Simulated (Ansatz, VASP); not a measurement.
**HfSiO4 in VASP and in Ansatz**

The input POSCAR:

```
HfSiO4
1.0
   -3.2908231527      3.2908231527      3.0156266350
    3.2908231527     -3.2908231527      3.0156266350
    3.2908231527      3.2908231527     -3.0156266350
Hf Si O
2 2 8
Direct
    0.0000000000      0.0000000000      0.0000000000
    0.7500000000      0.2500000000      0.5000000000
    0.2500000000      0.7500000000      0.5000000000
    0.5000000000      0.5000000000      0.0000000000
    0.1356640437      0.3201636456      0.8155003982
    0.0701636456      0.7546632474      0.6844996018
    0.0701636456      0.3856640437      0.3155003982
    0.5046632474      0.3201636456      0.1844996018
    0.6798363544      0.4953367526      0.8155003982
    0.6143359563      0.9298363544      0.6844996018
    0.2453367526      0.9298363544      0.3155003982
    0.6798363544      0.8643359563      0.1844996018
```

INCAR.step1

```
PREC = Accurate
ENCUT = 520
ISMEAR = 0
SIGMA = 0.01
LREAL = False
LASPH = True
NELM = 100
NBANDS = 50
GGA = PE
ALGO = Normal
EDIFF = 1E-4
LWAVE = True
LCHARG = False
```

The input INCAR.step2:

```
PREC = Accurate
ENCUT = 520
EDIFF = 1E-6
ISMEAR = 0
SIGMA = 0.01
LREAL = False
LASPH = True
NELM = 100
ALGO = Normal
ISIF = 2
LWAVE = False
LCHARG = True
METAGGA = R2SCAN
LMIXTAU = True
LELF = True
LVHAR = True
NBANDS = 50
ISTART = 1
```

KPOINTS

```
regular mesh
0
Gamma
  6 6 6
```

Input for Ansatz:

```yaml
crystal:
  lattice:
    - [-3.2908231527, 3.2908231527, 3.015626635]
    - [3.2908231527, -3.2908231527, 3.015626635]
    - [3.2908231527, 3.2908231527, -3.015626635]
  atoms:
    - { symbol: Hf, position: [0.0, 0.0, 0.0] }
    - { symbol: Hf, position: [0.75, 0.25, 0.5] }
    - { symbol: Si, position: [0.25, 0.75, 0.5] }
    - { symbol: Si, position: [0.5, 0.5, 0.0] }
    - { symbol: O, position: [0.1356640437, 0.3201636456, 0.8155003982] }
    - { symbol: O, position: [0.0701636456, 0.7546632474, 0.6844996018] }
    - { symbol: O, position: [0.0701636456, 0.3856640437, 0.3155003982] }
    - { symbol: O, position: [0.5046632474, 0.3201636456, 0.1844996018] }
    - { symbol: O, position: [0.6798363544, 0.4953367526, 0.8155003982] }
    - { symbol: O, position: [0.6143359563, 0.9298363544, 0.6844996018] }
    - { symbol: O, position: [0.2453367526, 0.9298363544, 0.3155003982] }
    - { symbol: O, position: [0.6798363544, 0.8643359563, 0.1844996018] }
kpoints:
  mp_grid: { grid: [6, 6, 6] }
  band_path:
    path:
      - [0.0, 0.0, 0.0]
      - [0.0, 0.0, 0.5]
      - [-0.5, 0.5, 0.5]
      - [0.4557990254, 0.4557990254, -0.4557990254]
      - [-0.4557990254, 0.5442009746, 0.4557990254]
      - [0.25, 0.25, 0.25]
      - [0.0, 0.5, 0.0]
      - [0.1666666667, 0.1666666667, 0.1666666667]
      - [0.166667, 0.270833, 0.28125]
    npoints: 1
hamiltonian:
  xc: r2scan
scf:
  occupations: { method: fixed }
  n_extra_bands: 7
output:
  forces: true
  stress: true
  eigenvalues: true
  write_density: true
  write_potential: true
  elf: true
  volumetric_format: npy
```

Change from the starting cell: uniaxial_z strain +1.0%.

Alike in both runs: task single point; functional r2SCAN; k mesh 6 × 6 × 6; no spin polarisation.

|  | VASP | Ansatz |
| --- | --- | --- |
| version | VASP 6.6.1 | Ansatz 0.2.0 |
| potentials or method | VASP PAW PBE potentials, release 64 (Hf_pv, Si, O) | plane waves, PAW |
| plane-wave cutoff (eV) | 520 | 500 |
| occupations | gaussian, width 0.01 eV | fixed |
| valence electrons in the cell | 76 | 108 |

|  | VASP | Ansatz | Ansatz less VASP |
| --- | --- | --- | --- |
| gap on the k mesh at the Fermi level (eV) | 5.90 | 5.96 | +0.055 |
| pressure (GPa) | -4.4 | -2.6 | +1.75 |
| traceless stress, the component that is largest in VASP (GPa) | -1.77 | -2.21 | -0.439 |
| rms of the force components (eV/Å) | 0.102 | 0.002 | -0.1002 |

VASP's potentials were made for PBE, not for r2SCAN. Atom by atom the forces differ by 0.102 eV/Å (rms over components). VASP's potentials hold 76 valence electrons a cell and Ansatz's 108, so a difference there can come from the potentials and not from the codes.

Neither program's run includes spin-orbit coupling.
